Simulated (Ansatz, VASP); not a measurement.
## SrO: VASP beside Ansatz

```
Sr O
1.0
     0.00000    2.56630    2.56630
     2.56630    0.00000    2.56630
     2.56630    2.56630    0.00000
Sr O
1 1
Direct
  0.50000 0.50000 0.50000
  0.00000 0.00000 0.00000
```

Alike in both runs: task single point; functional PBE; k mesh 9 × 9 × 9; occupations gaussian, width 0.026 eV; no spin polarisation.

```csv
,VASP,Ansatz
version,VASP 6.6.1,Ansatz 0.2.0
potentials or method,"VASP PAW PBE potentials, release 64 (Sr_sv, O), cutoff 520 eV","all-electron LAPW, scalar-relativistic"
```

```tsv
	VASP	Ansatz	Ansatz less VASP
gap on the k mesh at the Fermi level (eV)	3.32	3.37	+0.047
least direct gap on the mesh (eV)	3.41	3.45	+0.036
pressure (GPa)	3.9	3.3	-0.60
```

Ansatz ran all-electron here, and VASP with PAW potentials.
